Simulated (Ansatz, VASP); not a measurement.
# One calculation of Co2Mo, two programs

Contents of INCAR:

```
SYSTEM = Co2Mo
PREC     = Accurate       ! precision mode
ENCUT    = 600            ! plane-wave cutoff, eV
EDIFF    = 1E-6           ! SCF threshold, eV
ISMEAR   = 0              ! smearing method
SIGMA    = 0.1            ! smearing width, eV
LREAL    = .False.        ! projectors in reciprocal space
LASPH    = .True.         ! aspherical terms in the spheres
NELM     = 150            ! most SCF steps
ALGO     = Normal         ! electronic algorithm
ISIF     = 3              ! what is computed and relaxed
LWAVE    = .False.        ! write WAVECAR
LCHARG   = .False.        ! write CHGCAR
ISPIN    = 2              ! spin polarisation
MAGMOM   = 1.13 1.13 0    ! initial moments
LORBIT   = 11             ! projections on sites
LMAXMIX  = 4              ! l up to which the mixer works
GGA      = PE             ! functional
IBRION   = 2              ! ionic algorithm
NSW      = 90             ! ionic steps
EDIFFG   = -0.04          ! ionic threshold
```

The input KPOINTS:

```
Automatic mesh
0
Gamma
  6 6 6
  0 0 0
```

File POSCAR:

```
Co2Mo
1.0
    3.7531004137      0.0000000000      0.0000000000
   -1.8765502069      3.2502803013      0.0000000000
    0.0000000000      0.0000000000      2.6397964714
Co Mo
2 1
Direct
    0.3333333333      0.6666666667      0.5000000000
    0.6666666667      0.3333333333      0.5000000000
    0.0000000000      0.0000000000      0.0000000000
```

Input for Ansatz:

```yaml
crystal:
  lattice:
    - [3.7531004137, 0.0, 0.0]
    - [-1.8765502069, 3.2502803013, 0.0]
    - [0.0, 0.0, 2.6397964714]
  atoms:
    - { symbol: Co, position: [0.3333333333, 0.6666666667, 0.5], spin: 1.13 }
    - { symbol: Co, position: [0.6666666667, 0.3333333333, 0.5], spin: 1.13 }
    - { symbol: Mo, position: [0.0, 0.0, 0.0] }
basis:
  ecutwfc: 420
kpoints:
  mp_grid: { grid: [6, 6, 6] }
hamiltonian:
  xc: pbe
scf:
  occupations: { method: gaussian, width: 0.1 }
  lower_state_search: "off"
output:
  forces: true
  stress: true
  eigenvalues: true
  populations: true
magnetization:
  spin_polarized: true
relax:
  adjacent_minimum: "off"
  f_tol: 0.04
  max_steps: 70
  cell: { stress_tol: 0.4 }
```

Alike in both runs: task relaxation of cell and atoms; functional PBE; k mesh 6 × 6 × 6; occupations gaussian, width 0.1 eV; collinear spin.

|  | VASP | Ansatz |
| --- | --- | --- |
| version | VASP 6.6.1 | Ansatz 0.2.0 |
| potentials or method | VASP PAW PBE potentials, release 64 (Co, Mo_sv), cutoff 600 eV | scalar-relativistic, plane waves, PAW |
| valence electrons in the cell | 32 | 48 |

VASP gave:

- gap on the k mesh at the Fermi level, each at its own relaxed structure (eV): none
- net moment per atom (μB): 0.00
- size of the moment on the site where the two differ most (μB): 0.00
- relaxed volume (Å³/atom): 12.16
- relaxed cell length with the largest relative difference (Å): 4.041

Q: What did Ansatz give for the same quantities?

A: gap on the k mesh at the Fermi level, each at its own relaxed structure (eV): none; net moment per atom (μB): 0.77; size of the moment on the site where the two differ most (μB): 1.24; relaxed volume (Å³/atom): 12.35; relaxed cell length with the largest relative difference (Å): 4.100.

The net moments are unlike, so the other rows may belong to different states. Site moments also hang on the region over which each program counts them. A gap of «none» marks a metal or a gap that the smearing closes. VASP's potentials hold 32 valence electrons a cell and Ansatz's 48, so a difference there can come from the potentials and not from the codes.

The k mesh is coarse, so the values compare programs but aren't converged.
